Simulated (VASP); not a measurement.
Runs of VASP 6.6.1 on SnTe3. The structure is that of space group Fm-3m (No. 225), or close to it. The cells are those of the table. The cell was generated, and may not be a known phase.

```csv
task,cell,k mesh,cutoff (eV),gap on the mesh (eV),pressure (GPa),relaxed volume (Å³/atom)
relaxation of cell and atoms,"relaxed from a = 5.873 Å, angles 60.0°, 4 atoms",4 × 4 × 4,600,none,-0.1,29.02
relaxation of cell and atoms,"relaxed from a = 5.477 Å, angles 60.0°, 4 atoms",10 × 10 × 10,600,none,0.0,(a)
single point,"a = 5.461 Å, angles 60.0°, 4 atoms",10 × 10 × 10,520,none,-0.1,-
single point,"a = 5.873 Å, angles 60.0°, 4 atoms",4 × 4 × 4,520,none,-6.3,-
```

Alike in all rows: level PBE; potentials or basis VASP PAW PBE potentials, release 64 (Sn_d, Te); no spin polarisation; smearing gaussian 0.1 eV.

Problem. Estimate the missing entries.

Solution. (a) 28.75.

Caveats: spin-orbit coupling is left out, which moves the levels of the heavy elements; the volume moved by over 15 % at a fixed basis, so the end points are rough (at least some runs); the cell stands under tension (at least some runs).

A k mesh can miss the band edges, and the runs leave out spin-orbit coupling on Sn, Te.

A gap of «none» marks levels without a gap at the run's occupations.
